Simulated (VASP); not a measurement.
Pt: single point with PBE

The system is Pt.

```
Pt
1.0
     0.00000    1.75571    1.75571
     1.75571    0.00000    1.75571
     1.75571    1.75571    0.00000
Pt
1
Direct
  0.00000 0.00000 0.00000
```

| Property | Result |
| --- | --- |
| Program | VASP 6.6.1 |
| Task | single point |
| Functional | PBE |
| Potentials or basis | VASP PAW PBE potentials, release 64 (Pt) |
| Cutoff | 500 eV |
| k mesh | 20 × 20 × 20 |
| Occupations | gaussian, width 0.1 eV |
| Spin | no spin polarisation |

```json
{"Pressure": "242.0 GPa", "Band gap on the k mesh": "zero (band 5 reaches 19.94 eV, above the bottom of band 6 at 15.93 eV)"}
```

Levels at points of the mesh, in eV from the Fermi level:
```
           k point  band 2  band 3  band 4  band 5  band 6  band 7  band 8  band 9
(0.00, 0.00, 0.00)   -6.48   -6.48   -6.48   -2.79   -2.79   12.81   19.81   19.81
(0.50, 0.00, 0.00)   -6.66   -6.66   -1.86    0.12    0.12    9.04   12.55   20.78
(0.50, 0.50, 0.00)  -11.11    0.08    0.95    0.95    1.28   12.30   12.30   13.34
```

Run time: 15 s on 1 thread of Intel Xeon 6975P-C, with other jobs on the host, peak memory 0.15 GiB.

Caveat: spin-orbit coupling is left out, which moves the levels of the heavy elements.
